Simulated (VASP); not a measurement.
# MnO (P6_3mc) in VASP: notebook

Aim: see how the results for MnO move with the level of theory and the settings. Levels: PBEsol+U, PBE+D3(BJ)+U. Tasks: relaxation of shape and atoms at fixed volume.

Program: VASP 6.6.1. These are calculated values, not measurements. Logs are shortened: lines on timing, memory, paths and dates and some standing lists are left out, and cuts for length are marked.

## Step 1: The cell of the first run

It takes space group P6_3mc (No. 186, hexagonal). The conventional cell has a = 3.480 Å, b = 3.480 Å, c = 5.461 Å, α = 90.00°, β = 90.00°, γ = 120.00°. Within 2.8 Å of Mn (site symmetry 3m) lie 4 O at 2.10 to 2.12 Å. O (site symmetry 3m) has 4 Mn at 2.10 to 2.12 Å within 2.8 Å.

## Step 2: Relaxation of shape and atoms at fixed volume, PBEsol+U, collinear spin, ferromagnetic start (14.32 Å³/atom)

The input, INCAR:

```
SYSTEM = MnO
  PREC = Accurate
  ENCUT = 600
  EDIFF = 1E-6
  ISMEAR = 0
  SIGMA = 0.05
  LREAL = .False.
  LASPH = .True.
  NELM = 150
  ALGO = Normal
  ISIF = 4
  LWAVE = .False.
  LCHARG = .False.
  ISPIN = 2
  MAGMOM = 4.53 4.53 0.12 0.12
  LORBIT = 11
  LMAXMIX = 4
  LDAU = .True.
  LDAUTYPE = 2
  LDAUL = 2 -1
  LDAUU = 3.9 0
  LDAUJ = 0 0
  LDAUPRINT = 1
  GGA = PS
  IBRION = 2
  NSW = 60
  EDIFFG = -0.01
```

The input, KPOINTS:

```
regular mesh
0
Gamma
  8 8 4
  0 0 0
```

The input, POSCAR:

```
MnO
1.0
    3.4800598172      0.0000000000      0.0000000000
   -1.7400299086      3.0138202084      0.0000000000
    0.0000000000      0.0000000000      5.4608017552
Mn O
2 2
Direct
    0.3333333333      0.6666666667     -0.0005351817
    0.6666666667      0.3333333333      0.4994648183
    0.3333333333      0.6666666667      0.3869651817
    0.6666666667      0.3333333333      0.8869651817
```

Potentials or basis: VASP PAW PBE potentials, release 64 (Mn_pv, O).

On the command line:

```bash
cat potpaw_PBE.64/Mn_pv/POTCAR potpaw_PBE.64/O/POTCAR > POTCAR
mpirun -np 1 vasp_std > vasp.out
```

OUTCAR:

```text
SYSTEM = MnO
   PREC = Accurate
   ENCUT = 600
   EDIFF = 1E-6
   ISMEAR = 0
   LREAL = .False.
   LASPH = .True.
   NELM = 150
   ISIF = 4
   ISPIN = 2
   LORBIT = 11
   GGA = PS
   IBRION = 2
   NSW = 60
   EDIFFG = -0.01

 ion  position               nearest neighbor table
   1  0.333  0.667  0.999-   4 2.10   4 2.10   4 2.10   3 2.12
   2  0.667  0.333  0.499-   3 2.10   3 2.10   3 2.10   4 2.12
   3  0.333  0.667  0.387-   2 2.10   2 2.10   2 2.10   1 2.12
   4  0.667  0.333  0.887-   1 2.10   1 2.10   1 2.10   2 2.12

  LATTYP: Found a hexagonal cell.
 ALAT       =     3.4800598172
 C/A-ratio  =     1.5691689345

  Lattice vectors:

 A1 = (   3.4800598172,   0.0000000000,   0.0000000000)
 A2 = (  -1.7400299086,   3.0138202084,   0.0000000000)
 A3 = (   0.0000000000,   0.0000000000,   5.4608017552)

Analysis of symmetry for initial positions (statically):
=====================================================================
 Subroutine PRICEL returns:
 Original cell was already a primitive cell.

 Routine SETGRP: Setting up the symmetry group for a
 hexagonal supercell.

 Subroutine GETGRP returns: Found 12 space group operations
 (whereof  6 operations were pure point group operations)
 out of a pool of 24 trial point group operations.

The static configuration has the point symmetry C_3v.
 The point group associated with its full space group is C_6v.

Analysis of symmetry for dynamics (positions and initial velocities):
=====================================================================
 Subroutine PRICEL returns:
 Original cell was already a primitive cell.

 Routine SETGRP: Setting up the symmetry group for a
 hexagonal supercell.

 Subroutine GETGRP returns: Found 12 space group operations
 (whereof  6 operations were pure point group operations)
 out of a pool of 24 trial point group operations.

The dynamic configuration has the point symmetry C_3v.
 The point group associated with its full space group is C_6v.

Analysis of structural, dynamic, and magnetic symmetry:
=====================================================================
 Subroutine PRICEL returns:
 Original cell was already a primitive cell.

 Routine SETGRP: Setting up the symmetry group for a
 hexagonal supercell.

 Subroutine GETGRP returns: Found 12 space group operations
 (whereof  6 operations were pure point group operations)
 out of a pool of 24 trial point group operations.

The overall configuration has the point symmetry C_3v.
 The point group associated with its full space group is C_6v.

 Subroutine INISYM returns: Found 12 space group operations
 (whereof  6 operations are pure point group operations),
 and found     1 'primitive' translations

----------------------------------------------------------------------------------------

                                     Primitive cell

  volume of cell :      57.2744

  direct lattice vectors                    reciprocal lattice vectors
     3.480059817  0.000000000  0.000000000     0.287351383  0.165902398  0.000000000
    -1.740029909  3.013820208  0.000000000     0.000000000  0.331804796  0.000000000
     0.000000000  0.000000000  5.460801755     0.000000000  0.000000000  0.183123293

  length of vectors
     3.480059817  3.480059817  5.460801755     0.331804796  0.331804796  0.183123293
[... 152 lines left out ...]

  o =  0.0200  v =  0.0000  0.0000  0.0000  0.0000  0.0000  0.5110  0.0000  0.0000 -0.8596 -0.0000      0.0000  0.0000  0.0000  0.0000  0.0000  0.0000  0.0000  0.0000  0.0000  0.0000
  o =  0.0200  v =  0.0000  0.0000  0.0000  0.0000  0.0000 -0.0000  0.8596  0.0000  0.0000 -0.5110      0.0000  0.0000  0.0000  0.0000  0.0000  0.0000  0.0000  0.0000  0.0000  0.0000
  o =  0.0549  v =  0.0000  0.0000  0.0000  0.0000  0.0000  0.8596  0.0000 -0.0000  0.5110  0.0000      0.0000  0.0000  0.0000  0.0000  0.0000  0.0000  0.0000  0.0000  0.0000  0.0000
  o =  0.0549  v =  0.0000  0.0000  0.0000  0.0000  0.0000 -0.0000  0.5110 -0.0000 -0.0000  0.8596      0.0000  0.0000  0.0000  0.0000  0.0000  0.0000  0.0000  0.0000  0.0000  0.0000
  o =  0.0580  v =  0.0000  0.0000  0.0000  0.0000  0.0000  0.0000  0.0000  1.0000  0.0000  0.0000      0.0000  0.0000  0.0000  0.0000  0.0000  0.0000  0.0000  0.0000  0.0000  0.0000
  o =  0.9440  v = -0.3913  0.0000 -0.0000  0.9203  0.0000  0.0000  0.0000  0.0000  0.0000  0.0000      0.0000  0.0000  0.0000  0.0000  0.0000  0.0000  0.0000  0.0000  0.0000  0.0000
  o =  0.9440  v =  0.0000  0.9203  0.0000  0.0000 -0.3913  0.0000  0.0000  0.0000  0.0000  0.0000      0.0000  0.0000  0.0000  0.0000  0.0000  0.0000  0.0000  0.0000  0.0000  0.0000
  o =  0.9484  v = -0.9203 -0.0000  0.0000 -0.3913 -0.0000  0.0000  0.0000  0.0000  0.0000  0.0000      0.0000  0.0000  0.0000  0.0000  0.0000  0.0000  0.0000  0.0000  0.0000  0.0000
  o =  0.9484  v =  0.0000  0.3913 -0.0000 -0.0000  0.9203  0.0000  0.0000  0.0000  0.0000  0.0000      0.0000  0.0000  0.0000  0.0000  0.0000  0.0000  0.0000  0.0000  0.0000  0.0000
  o =  0.9493  v =  0.0000 -0.0000 -1.0000 -0.0000 -0.0000  0.0000  0.0000  0.0000  0.0000  0.0000      0.0000  0.0000  0.0000  0.0000  0.0000  0.0000  0.0000  0.0000  0.0000  0.0000

atom =   2  type =  1  l = 2

 onsite density matrix

spin component  1

  0.9477  0.0000 -0.0000 -0.0016  0.0000
  0.0000  0.9447 -0.0000  0.0000 -0.0016
 -0.0000 -0.0000  0.9493 -0.0000  0.0000
 -0.0016  0.0000 -0.0000  0.9447 -0.0000
  0.0000 -0.0016  0.0000 -0.0000  0.9477

spin component  2

  0.0458 -0.0000  0.0000 -0.0153 -0.0000
 -0.0000  0.0291 -0.0000  0.0000 -0.0153
  0.0000 -0.0000  0.0580  0.0000  0.0000
 -0.0153  0.0000  0.0000  0.0291  0.0000
 -0.0000 -0.0153  0.0000  0.0000  0.0458

 occupancies and eigenvectors

  o =  0.0200  v =  0.0000  0.0000  0.0000  0.0000  0.0000 -0.5110  0.0001 -0.0000 -0.8596  0.0000      0.0000  0.0000  0.0000  0.0000  0.0000  0.0000  0.0000  0.0000  0.0000  0.0000
  o =  0.0200  v =  0.0000  0.0000  0.0000  0.0000  0.0000 -0.0000 -0.8596  0.0000 -0.0001 -0.5110      0.0000  0.0000  0.0000  0.0000  0.0000  0.0000  0.0000  0.0000  0.0000  0.0000
  o =  0.0549  v =  0.0000  0.0000  0.0000  0.0000  0.0000  0.8596  0.0000 -0.0000 -0.5110 -0.0000      0.0000  0.0000  0.0000  0.0000  0.0000  0.0000  0.0000  0.0000  0.0000  0.0000
  o =  0.0549  v =  0.0000  0.0000  0.0000  0.0000  0.0000  0.0000 -0.5110 -0.0000 -0.0000  0.8596      0.0000  0.0000  0.0000  0.0000  0.0000  0.0000  0.0000  0.0000  0.0000  0.0000
  o =  0.0580  v =  0.0000  0.0000  0.0000  0.0000  0.0000 -0.0000  0.0000 -1.0000  0.0000 -0.0000      0.0000  0.0000  0.0000  0.0000  0.0000  0.0000  0.0000  0.0000  0.0000  0.0000
  o =  0.9440  v = -0.3913  0.0000 -0.0000 -0.9203  0.0000  0.0000  0.0000  0.0000  0.0000  0.0000      0.0000  0.0000  0.0000  0.0000  0.0000  0.0000  0.0000  0.0000  0.0000  0.0000
  o =  0.9440  v =  0.0000  0.9203 -0.0000  0.0000  0.3913  0.0000  0.0000  0.0000  0.0000  0.0000      0.0000  0.0000  0.0000  0.0000  0.0000  0.0000  0.0000  0.0000  0.0000  0.0000
  o =  0.9484  v = -0.9203 -0.0000  0.0000  0.3913 -0.0000  0.0000  0.0000  0.0000  0.0000  0.0000      0.0000  0.0000  0.0000  0.0000  0.0000  0.0000  0.0000  0.0000  0.0000  0.0000
  o =  0.9484  v =  0.0000 -0.3913 -0.0000  0.0000  0.9203  0.0000  0.0000  0.0000  0.0000  0.0000      0.0000  0.0000  0.0000  0.0000  0.0000  0.0000  0.0000  0.0000  0.0000  0.0000
  o =  0.9493  v =  0.0000  0.0000 -1.0000  0.0000 -0.0000  0.0000  0.0000  0.0000  0.0000  0.0000      0.0000  0.0000  0.0000  0.0000  0.0000  0.0000  0.0000  0.0000  0.0000  0.0000

 number of electron      37.9999999 magnetization       9.9999918

 Free energy of the ion-electron system (eV)
  ---------------------------------------------------
  ext. energy  EPLUGINS =         0.00000000
  ---------------------------------------------------
  free energy    TOTEN  =       -32.18819740 eV

  energy without entropy =      -32.18808385  energy(sigma->0) =      -32.18814062

 E-fermi :   4.1493     XC(G=0): -10.3892

 val. band max:        4.1489991040   @ k =   0.0000   0.0000   0.0000
 cond. band min:       4.6273013383   @ k =   0.1250   0.0000   0.0000
 fundamental gap:      0.4783022343
 Fermi energy:         4.1493105062

 spin component 1

 k-point     1 :       0.0000    0.0000    0.0000
  band No.  band energies     occupation
      1     -45.4218      1.00000
      2     -45.3958      1.00000
      3     -45.3845      1.00000
      4     -45.3845      1.00000
      5     -45.3799      1.00000
      6     -45.3799      1.00000
[... 1481 lines left out ...]
     27      13.2689      0.00000
     28      13.2689      0.00000

 [... further k-points ...]

------------------------ aborting loop because EDIFF is reached ----------------------------------------

  FORCE on cell =-STRESS in cart. coord.  units (eV):
  Direction    XX          YY          ZZ          XY          YZ          ZX
  --------------------------------------------------------------------------------------
  -------------------------------------------------------------------------------------
  Total       -1.6329061     -1.6329061     -1.6694862      0.0000000      0.0000000     -0.0000000
  in kB      -45.6784472    -45.6784472    -46.7017274      0.0000000      0.0000000     -0.0000000
  external PRESSURE =     -46.0195406 kB  Pullay stress =       0.0000000 kB

 VOLUME and BASIS-vectors are now :
 -----------------------------------------------------------------------------
  energy-cutoff  :      600.00
  volume of cell :       57.27
      direct lattice vectors                 reciprocal lattice vectors
     3.480059817  0.000000000  0.000000000     0.287351383  0.165902398  0.000000000
    -1.740029909  3.013820208  0.000000000     0.000000000  0.331804796  0.000000000
     0.000000000  0.000000000  5.460801755     0.000000000  0.000000000  0.183123293

 POSITION                                       TOTAL-FORCE (eV/Angst)
 -----------------------------------------------------------------------------------
     -0.00000      2.00921      5.45788         0.000000     -0.000000     -0.001096
      1.74003      1.00461      2.72748         0.000000      0.000000     -0.001096
     -0.00000      2.00921      2.11314         0.000000      0.000000      0.001096
      1.74003      1.00461      4.84354        -0.000000      0.000000      0.001096
 -----------------------------------------------------------------------------------
    total drift:                               -0.000000      0.000000     -0.000258

  FREE ENERGIE OF THE ION-ELECTRON SYSTEM (eV)
  ---------------------------------------------------
  free  energy   TOTEN  =       -32.1881973967 eV

  energy  without entropy=      -32.1880838513  energy(sigma->0) =      -32.18814062

 reached required accuracy - stopping structural energy minimisation

 total charge

# of ion       s       p       d       tot
------------------------------------------
    1        0.229   6.202   4.922  11.353
    2        0.229   6.202   4.922  11.353
    3        1.543   3.428   0.000   4.971
    4        1.543   3.428   0.000   4.971
--------------------------------------------------
tot          3.544  19.260   9.844  32.648

 magnetization (x)

# of ion       s       p       d       tot
------------------------------------------
    1        0.036   0.049   4.517   4.602
    2        0.036   0.049   4.517   4.602
    3        0.012   0.078   0.000   0.090
    4        0.012   0.078   0.000   0.090
--------------------------------------------------
tot          0.097   0.253   9.033   9.383
```

Wall time 80 s (1 thread of AMD EPYC 9R45 (Zen 5), shared host); peak memory 0.23 GiB.

What came out:

```yaml
Free_energy: -32.1882 eV
Pressure_after_relaxing: -4.6 GPa
Band_gap_on_the_k_mesh: zero (filled and empty bands touch)
Net_moment: 10.00 μB per cell
Site_moments: Mn +4.60; O +0.09 μB
Valence_electrons_inside_the_program's_atomic_spheres: Mn 11.35; O 4.97
```

Stress tensor (GPa, compression positive):
```
-4.57  0.00  0.00
 0.00 -4.57  0.00
 0.00  0.00 -4.67
```

Final structure:
```
Mn O
1.0
     3.48006    0.00000    0.00000
    -1.74003    3.01382    0.00000
     0.00000    0.00000    5.46080
Mn O
2 2
Direct
  0.33333 0.66667 0.99946
  0.66667 0.33333 0.49946
  0.33333 0.66667 0.38697
  0.66667 0.33333 0.88697
```

Eigenvalues of the final occupation matrices:
```tsv
site	spin	trace	eigenvalues
site 1 d	1	4.73	0.94 0.94 0.95 0.95 0.95
site 1 d	2	0.21	0.02 0.02 0.05 0.05 0.06
site 2 d	1	4.73	0.94 0.94 0.95 0.95 0.95
site 2 d	2	0.21	0.02 0.02 0.05 0.05 0.06
```

Caveat: the PAW data sets were made with another functional, which shifts forces and pressure a little; the run started ferromagnetic, and an antiferromagnetic order may lie lower in energy. The state reached can hang on the start; a lower one may exist.

(Continued in part 2 of 2.)

The gap in the log of VASP goes by the Fermi energy; the results here count the filled bands.